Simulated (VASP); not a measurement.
# Ga (C2/c) in VASP: a series of runs

Runs on Ga. Level: PBE. Tasks: single point, relaxation of shape and atoms at fixed volume.

Program: VASP 6.6.1. These are calculated values, not measurements. Logs are shortened: lines on timing, memory, paths and dates and some standing lists are left out, and cuts for length are marked.

## 1. The cell of the first run

The structure is monoclinic, space group C2/c (No. 15). The conventional cell has a = 3.552 Å, b = 4.482 Å, c = 5.379 Å, α = 90.00°, β = 107.70°, γ = 90.00°. Within 4.0 Å of Ga (site symmetry 2) lie 14 Ga at 2.86 to 3.92 Å.

## 2. Single point, PBE (20.39 Å³/atom)

The input, INCAR:

```
SYSTEM = Ga
PREC = Accurate
ENCUT = 520
EDIFF = 1E-6
ISMEAR = 0
SIGMA = 0.1
LREAL = .FALSE.
LASPH = .TRUE.
NELM = 100
ALGO = Fast
ISIF = 2
LWAVE = .FALSE.
LCHARG = .FALSE.
GGA = PE
NBANDS = 20
```

The input, KPOINTS:

```
Automatic mesh
0
G
  20 20 12
  0 0 0
```

The input, POSCAR:

```
Ga
1.0
    1.7757627829     -2.2411894855     -0.0239710705
    1.7757627829      2.2411894855     -0.0239710705
   -1.5662750575      0.0000000000      5.1454814795
Ga
2
Direct
    0.8708889489      0.1291110511      0.7500000000
    0.1291110511      0.8708889489      0.2500000000
```

Potentials or basis: VASP PAW PBE potentials, release 64 (Ga_d).

Started as:

```bash
> cat potpaw_PBE.64/Ga_d/POTCAR > POTCAR
> mpirun -np 1 vasp_std > vasp.out
```

OUTCAR:

```text
SYSTEM = Ga
   PREC = Accurate
   ENCUT = 520
   EDIFF = 1E-6
   ISMEAR = 0
   LREAL = .FALSE.
   LASPH = .TRUE.
   NELM = 100
   ISIF = 2
   GGA = PE

 ion  position               nearest neighbor table
   1  0.871  0.129  0.750-
   2  0.129  0.871  0.250-

  LATTYP: Found a base centered monoclinic cell.
 ALAT       =     3.5518491372
 B/A-ratio  =     1.2619846164
 C/A-ratio  =     1.5143061285
 COS(beta)  =    -0.3040919603

  Lattice vectors:

 A1 = (   1.7757627829,  -2.2411894855,  -0.0239710705)
 A2 = (   1.7757627829,   2.2411894855,  -0.0239710705)
 A3 = (  -1.5662750575,   0.0000000000,   5.1454814795)

Analysis of symmetry for initial positions (statically):
=====================================================================
 Subroutine PRICEL returns:
 Original cell was already a primitive cell.

 Routine SETGRP: Setting up the symmetry group for a
 base centered monoclinic supercell.

 Subroutine GETGRP returns: Found  4 space group operations
 (whereof  2 operations were pure point group operations)
 out of a pool of  4 trial point group operations.

The static configuration has the point symmetry S_2 .
 The point group associated with its full space group is C_2h.

Analysis of symmetry for dynamics (positions and initial velocities):
=====================================================================
 Subroutine PRICEL returns:
 Original cell was already a primitive cell.

 Routine SETGRP: Setting up the symmetry group for a
 base centered monoclinic supercell.

 Subroutine GETGRP returns: Found  4 space group operations
 (whereof  2 operations were pure point group operations)
 out of a pool of  4 trial point group operations.

The dynamic configuration has the point symmetry S_2 .
 The point group associated with its full space group is C_2h.

 Subroutine INISYM returns: Found  4 space group operations
 (whereof  2 operations are pure point group operations),
 and found     1 'primitive' translations

----------------------------------------------------------------------------------------

                                     Primitive cell

  volume of cell :      40.7879

  direct lattice vectors                    reciprocal lattice vectors
     1.775762783 -2.241189486 -0.023971071     0.282730904 -0.223095817  0.086062765
     1.775762783  2.241189486 -0.023971071     0.282730904  0.223095817  0.086062765
    -1.566275057  0.000000000  5.145481479     0.002634297  0.000000000  0.195147147

  length of vectors
     2.859517159  2.859517159  5.378586916     0.370290841  0.370290841  0.195164927

  position of ions in fractional coordinates (direct lattice)
     0.870888949  0.129111051  0.750000000
     0.129111051  0.870888949  0.250000000

  ion indices of the primitive-cell ions
   primitive index   ion index
                 1           1
                 2           2

----------------------------------------------------------------------------------------

 KPOINTS: Automatic mesh

Automatic generation of k-mesh.
 Grid dimensions read from file:
 generate k-points for:   20   20   12

 Generating k-lattice:

  Cartesian coordinates                     Fractional coordinates (reciprocal lattice)
     0.014136545 -0.011154791  0.004303138     0.050000000 -0.000000000 -0.000000000
     0.014136545  0.011154791  0.004303138    -0.000000000  0.050000000 -0.000000000
     0.000219525  0.000000000  0.016262262     0.000000000  0.000000000  0.083333333

  Length of vectors
     0.018514542  0.018514542  0.016263744

  Shift w.r.t. Gamma in fractional coordinates (k-lattice)
     0.000000000  0.000000000  0.000000000

 Subroutine IBZKPT returns following result:
 ===========================================

 Found   1272 irreducible k-points:

 Following reciprocal coordinates:
            Coordinates               Weight
  0.000000  0.000000  0.000000      1.000000
  0.050000  0.000000  0.000000      4.000000
  0.100000  0.000000 -0.000000      4.000000
  0.150000 -0.000000  0.000000      4.000000
  0.200000  0.000000 -0.000000      4.000000
  0.250000 -0.000000  0.000000      4.000000
[... 16 lines left out ...]
 -0.400000  0.050000  0.000000      4.000000
 -0.350000  0.050000  0.000000      4.000000
 [... further k-points ...]
   k-points           NKPTS =   1272   k-points in BZ     NKDIM =   1272   number of bands    NBANDS=     20
   number of dos      NEDOS =    301   number of ions     NIONS =      2
   total plane-waves  NPLWV =  23040
   dimension x,y,z NGX =    24 NGY =   24 NGZ =   40
   dimension x,y,z NGXF=    48 NGYF=   48 NGZF=   80
   ions per type =               2
   NGX,Y,Z   is equivalent  to a cutoff of  13.95, 13.95, 12.36 a.u.
   NGXF,Y,Z  is equivalent  to a cutoff of  27.91, 27.91, 24.73 a.u.
 SYSTEM =  Ga
   PREC   = accura    normal or accurate (medium, high low for compatibility)
   ISTART =      0    job   : 0-new  1-cont  2-samecut
   ICHARG =      2    charge: 1-file 2-atom 10-const
   ISPIN  =      1    spin polarized calculation?
   LNONCOLLINEAR =      F non collinear calculations
   LSORBIT =      F    spin-orbit coupling
   LASPH  =      T    aspherical Exc in radial PAW
   ENCUT  =  520.0 eV  38.22 Ry    6.18 a.u.   5.32  5.32 10.00*2*pi/ulx,y,z
   NELM   =    100;   NELMIN=  2; NELMDL= -5     # of ELM steps
   EDIFF  = 0.1E-05   stopping-criterion for ELM
   LREAL  =      F    real-space projection
   EDIFFG = 0.1E-04   stopping-criterion for IOM
   NSW    =      0    number of steps for IOM
   IBRION =     -1    ionic relax: 0-MD 1-quasi-New 2-CG
   NFREE  =      0    steps in history (QN), initial steepest desc. (CG)
   ISIF   =      2    stress and relaxation
   ISYM   =      2    0-nonsym 1-usesym 2-fastsym
   POTIM  = 0.5000    time-step for ionic-motion
   TEBEG  =    0.0;   TEEND  =   0.0 temperature during run
   PSTRESS=    0.0 pullay stress
   NELECT =      26.0000    total number of electrons
   NUPDOWN=      -1.0000    fix difference up-down
   EMIN   =  10.00;   EMAX   =-10.00  energy-range for DOS
   EFERMI =   0.00;   METHOD = LEGACY
   ISMEAR =     0;   SIGMA  =   0.10  broadening in eV -4-tet -1-fermi 0-gaus
   EFERMI_NEDOS =   21; number of points for ismear=-14 and -15
   IALGO  =     68    algorithm
   IMIX   =      4    mixing-type and parameters
     AMIX     =   0.40;   BMIX     =  1.00
     AMIX_MAG =   1.60;   BMIX_MAG =  1.00
  volume/ion in A,a.u.               =      20.39       137.63
  Fermi-wavevector in a.u.,A,eV,Ry     =   1.408928  2.662488 27.008633  1.985078
  Thomas-Fermi vector in A             =   2.531036
   LORBIT       =      0    0 simple, 1 ext, 2 COOP (PROOUT), +10 PAW based schemes
   GGA     = PE    functional components
   LHFCALC =     F    Hartree Fock is set to
   AEXX    =    0.0000 exact exchange contribution
   IVDW    =     0    specifies the selected vdW correction
   LEPSILON=     F    determine dielectric tensor
   LRPA    =     F    only Hartree local field effects (RPA)
 non-spin polarized calculation
 RMM-DIIS sequential band-by-band and
 Gauss-broadening in eV      SIGMA  =   0.10
  energy-cutoff  :      520.00
  volume of cell :       40.79
 maximum number of plane-waves:      1114
 NGX is ok and might be reduce to    24
   NGX = 11   NGY = 11   NGZ = 21

 number of electron      26.0000013 magnetization

 Free energy of the ion-electron system (eV)
  ---------------------------------------------------
  ext. energy  EPLUGINS =         0.00000000
  ---------------------------------------------------
  free energy    TOTEN  =        -5.76459255 eV

  energy without entropy =       -5.76102084  energy(sigma->0) =       -5.76280669

 E-fermi :   4.7938     XC(G=0): -10.5971

 val. band max:        4.7933849122   @ k =   0.4500   0.4500   0.3333
 cond. band min:       4.7946455165   @ k =  -0.3500   0.1000   0.2500
 fundamental gap:      0.0012606043
 Fermi energy:         4.7937735577

 k-point     1 :       0.0000    0.0000    0.0000
  band No.  band energies     occupation
      1     -10.1984      2.00000
      2     -10.1956      2.00000
      3     -10.1362      2.00000
      4     -10.1099      2.00000
      5      -9.9682      2.00000
      6      -9.9587      2.00000
[... 12 lines left out ...]
     19      17.0433      0.00000
     20      17.5520      0.00000

 k-point     2 :       0.0500    0.0000    0.0000
  band No.  band energies     occupation
      1     -10.1947      2.00000
      2     -10.1921      2.00000
      3     -10.1338      2.00000
      4     -10.1068      2.00000
      5      -9.9695      2.00000
      6      -9.9617      2.00000
[... 12 lines left out ...]
     19      17.4844      0.00000
     20      17.8035      0.00000

 k-point     3 :       0.1000    0.0000   -0.0000
  band No.  band energies     occupation
      1     -10.1870      2.00000
      2     -10.1818      2.00000
      3     -10.1265      2.00000
      4     -10.0964      2.00000
      5      -9.9749      2.00000
      6      -9.9677      2.00000
[... 12 lines left out ...]
     19      17.8024      0.00000
     20      18.2204      0.00000

 k-point     4 :       0.1500   -0.0000    0.0000
  band No.  band energies     occupation
      1     -10.1817      2.00000
      2     -10.1664      2.00000
      3     -10.1157      2.00000
      4     -10.0772      2.00000
      5      -9.9849      2.00000
      6      -9.9720      2.00000
[... 12 lines left out ...]
     19      18.1169      0.00000
     20      18.7254      0.00000

 k-point     5 :       0.2000    0.0000   -0.0000
  band No.  band energies     occupation
      1     -10.1799      2.00000
      2     -10.1518      2.00000
      3     -10.1028      2.00000
      4     -10.0593      2.00000
      5      -9.9883      2.00000
      6      -9.9750      2.00000
[... 12 lines left out ...]
     19      18.3374      0.00000
     20      18.8977      0.00000
[... 353 lines left out ...]
      6      -9.9610      2.00000
[... 12 lines left out ...]
     19      16.6278      0.00000
     20      18.0730      0.00000

 k-point    22 :      -0.4500    0.0500    0.0000
  band No.  band energies     occupation
      1     -10.1934      2.00000
      2     -10.1354      2.00000
      3     -10.1197      2.00000
      4     -10.0782      2.00000
      5      -9.9869      2.00000
      6      -9.9644      2.00000
[... 12 lines left out ...]
     19      16.7247      0.00000
     20      18.0130      0.00000

 k-point    23 :      -0.4000    0.0500    0.0000
  band No.  band energies     occupation
      1     -10.1870      2.00000
      2     -10.1335      2.00000
      3     -10.1105      2.00000
      4     -10.0759      2.00000
      5      -9.9860      2.00000
      6      -9.9669      2.00000
[... 12 lines left out ...]
     19      16.7785      0.00000
     20      18.0351      0.00000

 k-point    24 :      -0.3500    0.0500    0.0000
  band No.  band energies     occupation
      1     -10.1795      2.00000
      2     -10.1320      2.00000
      3     -10.0969      2.00000
      4     -10.0732      2.00000
      5      -9.9844      2.00000
      6      -9.9681      2.00000
[... 12 lines left out ...]
     19      16.8478      0.00000
     20      18.0576      0.00000

 [... further k-points ...]

------------------------ aborting loop because EDIFF is reached ----------------------------------------

  FORCE on cell =-STRESS in cart. coord.  units (eV):
  Direction    XX          YY          ZZ          XY          YZ          ZX
  --------------------------------------------------------------------------------------
  -------------------------------------------------------------------------------------
  Total       -0.5857381     -0.5761632     -0.6034015      0.0000000      0.0000000      0.0033120
  in kB      -23.0082033    -22.6320968    -23.7020365      0.0000000      0.0000000      0.1300980
  external PRESSURE =     -23.1141122 kB  Pullay stress =       0.0000000 kB

 VOLUME and BASIS-vectors are now :
 -----------------------------------------------------------------------------
  energy-cutoff  :      520.00
  volume of cell :       40.79
      direct lattice vectors                 reciprocal lattice vectors
     1.775762783 -2.241189486 -0.023971071     0.282730904 -0.223095817  0.086062765
     1.775762783  2.241189486 -0.023971071     0.282730904  0.223095817  0.086062765
    -1.566275057  0.000000000  5.145481479     0.002634297  0.000000000  0.195147147

 POSITION                                       TOTAL-FORCE (eV/Angst)
 -----------------------------------------------------------------------------------
      0.60106     -1.66246      3.83514         0.000000     -0.001540     -0.000000
      1.38419      1.66246      1.26240        -0.000000      0.001540      0.000000
 -----------------------------------------------------------------------------------
    total drift:                               -0.000000     -0.000000      0.000000

  FREE ENERGIE OF THE ION-ELECTRON SYSTEM (eV)
  ---------------------------------------------------
  free  energy   TOTEN  =        -5.7645925504 eV

  energy  without entropy=       -5.7610208369  energy(sigma->0) =       -5.76280669
```

Wall time 8.5 min (1 thread of AMD EPYC 9R45 (Zen 5), shared host); peak memory 0.79 GiB.

What came out:

```
Free energy            : -5.7646 eV
Pressure               : -2.3 GPa
Band gap on the k mesh : zero (bands 13 and 14 overlap by 6.09 eV)
```

Stress tensor (GPa, compression positive):
```
-2.30  0.00  0.01
 0.00 -2.26  0.00
 0.01  0.00 -2.37
```

Levels at points of the mesh, in eV from the Fermi level:
```
           k point  band 9  band 10  band 11  band 12  band 13  band 14  band 15  band 16  band 17  band 18
(0.00, 0.00, 0.00)  -14.69   -14.67   -10.50    -5.28    -3.77     8.94     9.01     9.68     9.98    10.43
(0.50, 0.00, 0.00)  -14.67   -14.61    -5.93    -4.61    -1.94    -1.91     2.66     4.95     8.89    10.77
(0.50, 0.50, 0.00)  -14.58   -14.58    -3.00    -2.96     1.56     1.64     1.66     1.97     4.37     4.56
(0.00, 0.00, 0.50)  -14.65   -14.65    -9.04    -9.04     2.82     2.82     7.91     7.91    11.43    11.43
(0.50, 0.00, 0.50)  -14.67   -14.61    -5.83    -4.55    -2.21    -2.20     3.14     5.51     9.04    10.52
(0.50, 0.50, 0.50)  -14.58   -14.58    -1.70    -1.70    -1.61    -1.61     2.30     2.30     7.01     7.01
```

## 3. Relaxation of shape and atoms at fixed volume, PBE (18.09 Å³/atom)

This run uses another cell than the first one, of 18.09 Å³/atom.

The input, INCAR:

```
SYSTEM = Ga
PREC     = Accurate       ! precision mode
ENCUT    = 600            ! plane-wave cutoff, eV
EDIFF    = 1E-6           ! SCF threshold, eV
ISMEAR   = 0              ! smearing method
SIGMA    = 0.1            ! smearing width, eV
LREAL    = .False.        ! projectors in reciprocal space
LASPH    = .True.         ! aspherical terms in the spheres
NELM     = 80             ! most SCF steps
ALGO     = Fast           ! electronic algorithm
ISIF     = 4              ! what is computed and relaxed
LWAVE    = .False.        ! write WAVECAR
LCHARG   = .False.        ! write CHGCAR
GGA      = PE             ! functional
IBRION   = 2              ! ionic algorithm
NSW      = 50             ! ionic steps
EDIFFG   = -0.01          ! ionic threshold
KPAR     = 4
```

The input, KPOINTS:

```
Automatic mesh
0
Gamma
  20 20 12
  0 0 0
```

The input, POSCAR:

```
Ga
1.0
    1.7060520585     -2.1532076085     -0.0230300435
    1.7060520585      2.1532076085     -0.0230300435
   -1.5047881461      0.0000000000      4.9434864580
Ga
2
Direct
    0.8708889489      0.1291110511      0.7500000000
    0.1291110511      0.8708889489      0.2500000000
```

Potentials or basis: VASP PAW PBE potentials, release 64 (Ga_d).

Started as:

```bash
> cat potpaw_PBE.64/Ga_d/POTCAR > POTCAR
> mpirun -np 4 vasp_std > vasp.out
```

Wall time 6.6 min (4 MPI ranks of Oxide Virtual Turin-like, shared host); peak memory 0.8 GiB.

The run converged. Its results:

| Quantity | Value |
| --- | --- |
| Free energy | -5.7562 eV |
| Energy gained by relaxing | 0.0 meV/atom |
| Ionic steps | 2 |
| Pressure after relaxing | 3.5 GPa |
| Band gap on the k mesh | zero (bands 13 and 14 overlap by 6.50 eV) |

Stress tensor (GPa, compression positive):
```
3.55 0.00 0.00
0.00 3.47 0.00
0.00 0.00 3.61
```

Final structure:
```
Ga
1.0
     1.70605   -2.15208   -0.02311
     1.70605    2.15208   -0.02311
    -1.50499    0.00000    4.94615
Ga
2
Direct
  0.87091 0.12909 0.75000
  0.12909 0.87091 0.25000
```

Levels at points of the mesh, in eV from the Fermi level:
```
           k point  band 11  band 12  band 13  band 14  band 15  band 16
(0.00, 0.00, 0.00)   -11.43    -5.45    -4.41     9.84     9.91    10.55
(0.50, 0.00, 0.00)    -6.22    -5.10    -2.34    -1.93     2.81     5.25
(0.50, 0.50, 0.00)    -3.19    -3.14     1.69     2.03     2.12     2.16
(0.00, 0.00, 0.50)    -9.83    -9.83     3.04     3.04     8.62     8.62
(0.50, 0.00, 0.50)    -6.10    -5.02    -2.64    -2.27     3.34     5.88
(0.50, 0.50, 0.50)    -2.06    -2.06    -1.29    -1.29     2.32     2.32
```
